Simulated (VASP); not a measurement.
A run of VASP 6.6.1 is set up as follows.

The input INCAR:

```
  PREC = Accurate
  ENCUT = 600
  EDIFF = 1E-7
  ISMEAR = -1
  SIGMA = 0.15
  LREAL = False
  LASPH = True
  NELM = 80
  ALGO = Fast
  ISIF = 3
  LWAVE = False
  LCHARG = False
  GGA = PE
  IBRION = 2
  NSW = 80
  EDIFFG = -0.001
```

The input KPOINTS:

```
Automatic mesh
0
Gamma
  20 20 20
```

Contents of POSCAR:

```
Rh
1.0
    0.0000000000      1.9149890306      1.9149890306
    1.9149890306      0.0000000000      1.9149890306
    1.9149890306      1.9149890306      0.0000000000
Rh
1
Direct
    0.0000000000      0.0000000000      0.0000000000
```

Potentials or basis: VASP PAW PBE potentials, release 64 (Rh_pv).

Launch:

```bash
$ cat potpaw_PBE.64/Rh_pv/POTCAR > POTCAR
$ mpirun -np 1 vasp_std > vasp.out
```

What does it give for the band gap on the k mesh?

Zero (an odd number of electrons rules out a gap without spin polarisation).

What does it give for the relaxed cell?

a = 2.711 Å, b = 2.711 Å, c = 2.711 Å, α = 60.00°, β = 60.00°, γ = 60.00°.

The path:
| step | energy change (eV) | largest force (eV/Å) | pressure (GPa) | volume (Å³) |
| --- | --- | --- | --- | --- |
| 1 | 0.0000 | 0.0000 | 0.92 | 14.05 |
| 2 | 0.0006 | 0.0000 | -1.98 | 14.21 |
| 3 | -0.0001 | 0.0000 | 0.01 | 14.10 |

PBE usually gives volumes a little too large and moduli too small. Zero-point motion and thermal expansion aren't in these numbers.
